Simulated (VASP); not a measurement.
# SnSe (P1) in VASP: single point with PBE+D3(BJ)

Aim: the single point of SnSe with PBE+D3(BJ).

Program: VASP 6.6.1. These are calculated values, not measurements. Logs are shortened: lines on timing, memory, paths and dates and some standing lists are left out, and cuts for length are marked.

## Step 1: The cell of the first run

The typed cell holds 8 atoms: a = 5.971 Å, b = 5.971 Å, c = 5.971 Å, α = 90.00°, β = 90.00°, γ = 90.00°.

## Step 2: Single point, PBE+D3(BJ) (atom 6 moved 0.75 Å)

File INCAR:

```
  PREC = Accurate
  ENCUT = 520
  EDIFF = 1E-6
  ISMEAR = 0
  SIGMA = 0.03
  LREAL = False
  LASPH = True
  NELM = 100
  ALGO = Normal
  ISIF = 2
  LWAVE = False
  LCHARG = False
  GGA = PE
  IVDW = 12
  NBANDS = 50
```

File KPOINTS:

```
Automatic mesh
0
Gamma
  4 4 4
```

File POSCAR:

```
SnSe
1.0
    4.2220107900      4.2220107900      0.0000000000
    4.2220107900     -4.2220107900      0.0000000000
    0.0000000000      0.0000000000     -5.9710971952
Sn Se
4 4
Direct
    0.7554275767      0.7638936068      0.7450082982
    0.2554275767      0.2638936068      0.7450082982
    0.2554275767      0.7638936068      0.2451857368
    0.7554275767      0.2638936068      0.2451857368
    0.2554275767      0.2638936068      0.2451618304
    0.7120069632      0.6527447521      0.2843856903
    0.7554275767      0.2638936068      0.7450322046
    0.2554275767      0.7638936068      0.7450322046
```

Potentials or basis: VASP PAW PBE potentials, release 64 (Sn_d, Se).

On the command line:

```sh
> cat potpaw_PBE.64/Sn_d/POTCAR potpaw_PBE.64/Se/POTCAR > POTCAR
> mpirun -np 1 vasp_std > vasp.out
```

OUTCAR:

```text
PREC = Accurate
   ENCUT = 520
   EDIFF = 1E-6
   ISMEAR = 0
   LREAL = False
   LASPH = True
   NELM = 100
   ISIF = 2
   GGA = PE
   IVDW = 12
 IVDW          = 12

 ion  position               nearest neighbor table
   1  0.755  0.764  0.745-   6 2.84   7 2.99   8 2.99   8 2.99   7 2.99
   2  0.255  0.264  0.745-   5 2.98   8 2.99   7 2.99   7 2.99   8 2.99   5 2.99
   3  0.255  0.764  0.245-   6 2.82   8 2.98   5 2.99   5 2.99   8 2.99
   4  0.755  0.264  0.245-   6 2.35   7 2.98   5 2.99   5 2.99   7 2.99
   5  0.255  0.264  0.245-   2 2.98   3 2.99   4 2.99   4 2.99   3 2.99   2 2.99
   6  0.712  0.653  0.284-   4 2.35   3 2.82   1 2.84
   7  0.755  0.264  0.745-   4 2.98   1 2.99   2 2.99   2 2.99   1 2.99   4 2.99
   8  0.255  0.764  0.745-   3 2.98   2 2.99   1 2.99   1 2.99   2 2.99   3 2.99

  LATTYP: Found a simple tetragonal cell.
 ALAT       =     5.9708249197
 C/A-ratio  =     1.0000456010

  Lattice vectors:

 A1 = (   4.2220107900,   4.2220107900,   0.0000000000)
 A2 = (   4.2220107900,  -4.2220107900,   0.0000000000)
 A3 = (   0.0000000000,   0.0000000000,  -5.9710971952)

Analysis of symmetry for initial positions (statically):
=====================================================================
 Subroutine PRICEL returns:
 Original cell was already a primitive cell.

 Routine SETGRP: Setting up the symmetry group for a
 simple tetragonal supercell.

 Subroutine GETGRP returns: Found  1 space group operations
 (whereof  1 operations were pure point group operations)
 out of a pool of 16 trial point group operations.

The static configuration has the point symmetry C_1 .

Analysis of symmetry for dynamics (positions and initial velocities):
=====================================================================
 Subroutine PRICEL returns:
 Original cell was already a primitive cell.

 Routine SETGRP: Setting up the symmetry group for a
 simple tetragonal supercell.

 Subroutine GETGRP returns: Found  1 space group operations
 (whereof  1 operations were pure point group operations)
 out of a pool of 16 trial point group operations.

The dynamic configuration has the point symmetry C_1 .

 Subroutine INISYM returns: Found  1 space group operations
 (whereof  1 operations are pure point group operations),
 and found     1 'primitive' translations

----------------------------------------------------------------------------------------

                                     Primitive cell

  volume of cell :     212.8741

  direct lattice vectors                    reciprocal lattice vectors
     4.222010790  4.222010790  0.000000000     0.118426983  0.118426983  0.000000000
     4.222010790 -4.222010790  0.000000000     0.118426983 -0.118426983  0.000000000
     0.000000000  0.000000000 -5.971097195     0.000000000  0.000000000 -0.167473409

  length of vectors
     5.970824920  5.970824920  5.971097195     0.167481045  0.167481045  0.167473409

  position of ions in fractional coordinates (direct lattice)
     0.755427577  0.763893607  0.745008298
     0.255427577  0.263893607  0.745008298
     0.255427577  0.763893607  0.245185737
     0.755427577  0.263893607  0.245185737
     0.255427577  0.263893607  0.245161830
     0.712006963  0.652744752  0.284385690
     0.755427577  0.263893607  0.745032205
     0.255427577  0.763893607  0.745032205

  ion indices of the primitive-cell ions
   primitive index   ion index
                 1           1
                 2           2
                 3           3
                 4           4
                 5           5
                 6           6
                 7           7
                 8           8

----------------------------------------------------------------------------------------

 KPOINTS: Automatic mesh

Automatic generation of k-mesh.
 Grid dimensions read from file:
 generate k-points for:    4    4    4

 Generating k-lattice:

  Cartesian coordinates                     Fractional coordinates (reciprocal lattice)
     0.029606746  0.029606746  0.000000000     0.250000000  0.000000000  0.000000000
     0.029606746 -0.029606746  0.000000000     0.000000000  0.250000000  0.000000000
     0.000000000  0.000000000 -0.041868352     0.000000000  0.000000000  0.250000000

  Length of vectors
     0.041870261  0.041870261  0.041868352

  Shift w.r.t. Gamma in fractional coordinates (k-lattice)
     0.000000000  0.000000000  0.000000000

 Subroutine IBZKPT returns following result:
 ===========================================

 Found     36 irreducible k-points:

 Following reciprocal coordinates:
            Coordinates               Weight
  0.000000  0.000000  0.000000      1.000000
  0.250000  0.000000  0.000000      2.000000
  0.000000  0.250000  0.000000      2.000000
  0.500000  0.000000  0.000000      1.000000
  0.000000  0.500000  0.000000      1.000000
  0.250000  0.250000  0.000000      2.000000
[... 16 lines left out ...]
 -0.250000  0.500000  0.250000      2.000000
  0.500000 -0.250000  0.250000      2.000000
 [... further k-points ...]
   k-points           NKPTS =     36   k-points in BZ     NKDIM =     36   number of bands    NBANDS=     50
   number of dos      NEDOS =    301   number of ions     NIONS =      8
   total plane-waves  NPLWV = 110592
   dimension x,y,z NGX =    48 NGY =   48 NGZ =   48
   dimension x,y,z NGXF=    96 NGYF=   96 NGZF=   96
   ions per type =               4   4
   NGX,Y,Z   is equivalent  to a cutoff of  13.36, 13.36, 13.36 a.u.
   NGXF,Y,Z  is equivalent  to a cutoff of  26.73, 26.73, 26.73 a.u.
 SYSTEM =  unknown system
   PREC   = accura    normal or accurate (medium, high low for compatibility)
   ISTART =      0    job   : 0-new  1-cont  2-samecut
   ICHARG =      2    charge: 1-file 2-atom 10-const
   ISPIN  =      1    spin polarized calculation?
   LNONCOLLINEAR =      F non collinear calculations
   LSORBIT =      F    spin-orbit coupling
   LASPH  =      T    aspherical Exc in radial PAW
   ENCUT  =  520.0 eV  38.22 Ry    6.18 a.u.  11.10 11.10 11.10*2*pi/ulx,y,z
   NELM   =    100;   NELMIN=  2; NELMDL= -5     # of ELM steps
   EDIFF  = 0.1E-05   stopping-criterion for ELM
   LREAL  =      F    real-space projection
[... 7 lines left out ...]
   TEBEG  =    0.0;   TEEND  =   0.0 temperature during run
   PSTRESS=    0.0 pullay stress
   NELECT =      80.0000    total number of electrons
   NUPDOWN=      -1.0000    fix difference up-down
   EMIN   =  10.00;   EMAX   =-10.00  energy-range for DOS
   EFERMI =   0.00;   METHOD = LEGACY
   ISMEAR =     0;   SIGMA  =   0.03  broadening in eV -4-tet -1-fermi 0-gaus
   EFERMI_NEDOS =   21; number of points for ismear=-14 and -15
   IALGO  =     38    algorithm
   IMIX   =      4    mixing-type and parameters
     AMIX     =   0.40;   BMIX     =  1.00
     AMIX_MAG =   1.60;   BMIX_MAG =  1.00
  volume/ion in A,a.u.               =      26.61       179.57
  Fermi-wavevector in a.u.,A,eV,Ry     =   1.181401  2.232524 18.989755  1.395708
  Thomas-Fermi vector in A             =   2.317675
   LORBIT       =      0    0 simple, 1 ext, 2 COOP (PROOUT), +10 PAW based schemes
   GGA     = PE    functional components
   LHFCALC =     F    Hartree Fock is set to
   AEXX    =    0.0000 exact exchange contribution
   IVDW    =    12    specifies the selected vdW correction
   LEPSILON=     F    determine dielectric tensor
   LRPA    =     F    only Hartree local field effects (RPA)
 non-spin polarized calculation
 Gauss-broadening in eV      SIGMA  =   0.03
  energy-cutoff  :      520.00
  volume of cell :      212.87
 maximum number of plane-waves:      5832
 NGX is ok and might be reduce to    48
   NGX = 23   NGY = 23   NGZ = 23

 number of electron      79.9999997 magnetization

 Free energy of the ion-electron system (eV)
  ---------------------------------------------------
  ext. energy  EPLUGINS =         0.00000000
  ---------------------------------------------------
  free energy    TOTEN  =       -31.78466141 eV

  energy without entropy =      -31.78466141  energy(sigma->0) =      -31.78466141

 E-fermi :   6.0702     XC(G=0):  -9.6808

 val. band max:        5.8637053221   @ k =  -0.2500   0.5000   0.5000
 cond. band min:       6.2576032257   @ k =   0.5000   0.5000   0.2500
 fundamental gap:      0.3938979036
 Fermi energy:         6.0702224780

 k-point     1 :       0.0000    0.0000    0.0000
  band No.  band energies     occupation
      1     -15.8921      2.00000
      2     -15.8736      2.00000
      3     -15.8709      2.00000
      4     -15.8647      2.00000
      5     -15.8611      2.00000
      6     -15.8537      2.00000
[... 42 lines left out ...]
     49      11.1658      0.00000
     50      11.2736      0.00000

 k-point     2 :       0.2500    0.0000    0.0000
  band No.  band energies     occupation
      1     -15.8881      2.00000
      2     -15.8711      2.00000
      3     -15.8692      2.00000
      4     -15.8658      2.00000
      5     -15.8602      2.00000
      6     -15.8545      2.00000
[... 42 lines left out ...]
     49      10.3872      0.00000
     50      11.0320      0.00000

 k-point     3 :       0.0000    0.2500    0.0000
  band No.  band energies     occupation
      1     -15.8913      2.00000
      2     -15.8734      2.00000
      3     -15.8694      2.00000
      4     -15.8643      2.00000
      5     -15.8605      2.00000
      6     -15.8531      2.00000
[... 42 lines left out ...]
     49      10.6293      0.00000
     50      11.1507      0.00000

 k-point     4 :       0.5000    0.0000    0.0000
  band No.  band energies     occupation
      1     -15.8833      2.00000
      2     -15.8694      2.00000
      3     -15.8673      2.00000
      4     -15.8662      2.00000
      5     -15.8574      2.00000
      6     -15.8571      2.00000
[... 999 lines left out ...]
 k-point    23 :      -0.2500    0.5000    0.2500
  band No.  band energies     occupation
      1     -15.8845      2.00000
      2     -15.8700      2.00000
      3     -15.8668      2.00000
      4     -15.8660      2.00000
      5     -15.8586      2.00000
      6     -15.8548      2.00000
[... 42 lines left out ...]
     49       9.0461      0.00000
     50       9.8925      0.00000

 k-point    24 :       0.5000   -0.2500    0.2500
  band No.  band energies     occupation
      1     -15.8816      2.00000
      2     -15.8700      2.00000
      3     -15.8679      2.00000
      4     -15.8663      2.00000
      5     -15.8590      2.00000
      6     -15.8543      2.00000
[... 42 lines left out ...]
     49       9.0293      0.00000
     50       9.6310      0.00000

 [... further k-points ...]

------------------------ aborting loop because EDIFF is reached ----------------------------------------

 Edisp (eV)   -2.89693

 E8    (eV) :    -1.3055

  FORCE on cell =-STRESS in cart. coord.  units (eV):
  Direction    XX          YY          ZZ          XY          YZ          ZX
  --------------------------------------------------------------------------------------
  -------------------------------------------------------------------------------------
  Total       5.17243     5.39003     0.89841    -4.17388     0.11938    -0.01278
  in kB      38.92985    40.56754     6.76182   -31.41429     0.89849    -0.09619
  external pressure =       28.75 kB  Pullay stress =        0.00 kB

 VOLUME and BASIS-vectors are now :
 -----------------------------------------------------------------------------
  energy-cutoff  :      520.00
  volume of cell :      212.87
      direct lattice vectors                 reciprocal lattice vectors
     4.222010790  4.222010790  0.000000000     0.118426983  0.118426983  0.000000000
     4.222010790 -4.222010790  0.000000000     0.118426983 -0.118426983  0.000000000
     0.000000000  0.000000000 -5.971097195     0.000000000  0.000000000 -0.167473409

 POSITION                                       TOTAL-FORCE (eV/Angst)
 -----------------------------------------------------------------------------------
      6.41459     -0.03574     -4.44852        -0.051555      0.014252     -0.302204
      2.19258     -0.03574     -4.44852         0.021382     -0.004010      0.010138
      4.30359     -2.14675     -1.46403        -0.276699     -0.229957     -0.017770
      4.30359      2.07526     -1.46403        -2.442109      2.952759      0.327720
      2.19258     -0.03574     -1.46389        -0.313370      0.003090     -0.005695
      5.76200      0.25021     -1.69809         3.250008     -2.848821      0.228763
      4.30359      2.07526     -4.44866        -0.154656      0.142607     -0.197653
      4.30359     -2.14675     -4.44866        -0.033001     -0.029920     -0.043299
 -----------------------------------------------------------------------------------
    total drift:                               -0.001346      0.001669     -0.000364

  FREE ENERGIE OF THE ION-ELECTRON SYSTEM (eV)
  ---------------------------------------------------
  free  energy   TOTEN  =       -34.6815911075 eV

  energy  without entropy=      -34.6815911075  energy(sigma->0) =      -34.68159111
```

Run time: 6.6 min. Hardware: 1 thread of Intel Xeon Platinum 8124M at 3.00GHz (Skylake/Cascade Lake), shared host; peak memory 0.51 GiB.

What came out:

```
Free energy                : -34.6816 eV
Pressure                   : 2.9 GPa
Largest force              : 4.328 eV/Å
Band gap on the k mesh     : 0.39 eV
Dispersion energy per atom : -0.362 eV
```

Forces on the atoms (eV/Å):
```
Sn  -0.052  0.014 -0.302
Sn   0.021 -0.004  0.010
Sn  -0.277 -0.230 -0.018
Sn  -2.442  2.953  0.328
Se  -0.313  0.003 -0.006
Se   3.250 -2.849  0.229
Se  -0.155  0.143 -0.198
Se  -0.033 -0.030 -0.043
```

Stress tensor (GPa, compression positive):
```
 3.89 -3.14 -0.01
-3.14  4.06  0.09
-0.01  0.09  0.68
```

Caveat: the cell differs from its parent crystal (atom 6 moved 0.75 Å); spin-orbit coupling is left out, which moves the levels of the heavy elements; forces of over 1 eV/Å act on the atoms, so gaps and moduli don't describe the material at rest.
